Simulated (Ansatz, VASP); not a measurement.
**One calculation of Ga, two programs**

The input INCAR:

```
PREC = Accurate ; ENCUT = 520
EDIFF = 1E-6 ; ISMEAR = -1
SIGMA = 0.1 ; LREAL = F
LASPH = T ; NELM = 60
ALGO = Normal ; ISIF = 2
LWAVE = F ; LCHARG = F
GGA = PS ; NBANDS = 34
```

KPOINTS

```
regular mesh
0
Gamma
  14 14 4
```

POSCAR

```
Ga
1.0
    2.8933457682      0.0000000000      0.0000000000
   -1.4466728841      2.5057109372      0.0000000000
    0.0000000000      0.0000000000      9.4022209759
Ga
4
Direct
    0.0000000000      0.0000000000      1.0000000000
    1.0000000000      1.0000000000      0.5000000000
    0.3333333333      0.6666666667      0.2500000000
    0.6666666667      0.3333333333      0.7500000000
```

Input for Ansatz:

```yaml
crystal:
  lattice:
    - [2.8933457682, 0.0, 0.0]
    - [-1.4466728841, 2.5057109372, 0.0]
    - [0.0, 0.0, 9.4022209759]
  atoms:
    - { symbol: Ga, position: [0.0, 0.0, 1.0] }
    - { symbol: Ga, position: [1.0, 1.0, 0.5] }
    - { symbol: Ga, position: [0.3333333333, 0.6666666667, 0.25] }
    - { symbol: Ga, position: [0.6666666667, 0.3333333333, 0.75] }
hamiltonian:
  xc: pbesol
  pseudopotentials:
    kind: paw
    azcp:
      Ga: "pseudopotentials/Ga.paw.azcp"
basis:
  ecutwfc: 420
  fft_grid_basis: typed
kpoints:
  mp_grid: { grid: [14, 14, 4], shift: [0, 0, 0] }
magnetization:
  spin_polarized: false
scf:
  occupations: { method: fermi_dirac, width: 0.1 }
  lower_state_search: "off"
output:
  stress: true
```

Alike in both runs: task single point; functional PBEsol; k mesh 14 × 14 × 4; occupations fermi-dirac, width 0.1 eV; no spin polarisation.

```csv
,VASP,Ansatz
version,VASP 6.6.1,Ansatz 0.2.0
potentials or method,"VASP PAW PBE potentials, release 64 (Ga_d), cutoff 520 eV","plane waves (420 eV) with PAW, scalar-relativistic"
valence electrons in the cell,52,52
```

|  | VASP | Ansatz | Ansatz less VASP |
| --- | --- | --- | --- |
| pressure (GPa) | 2.8 | 2.7 | -0.11 |
| traceless stress, the component that is largest in VASP (GPa) | 0.95 | 0.95 | -0.001 |

VASP's potentials were made for PBE, not for PBEsol, and Ansatz warns of the same on its side. The functional is the same, so the differences come from potentials, cutoffs and numerics.
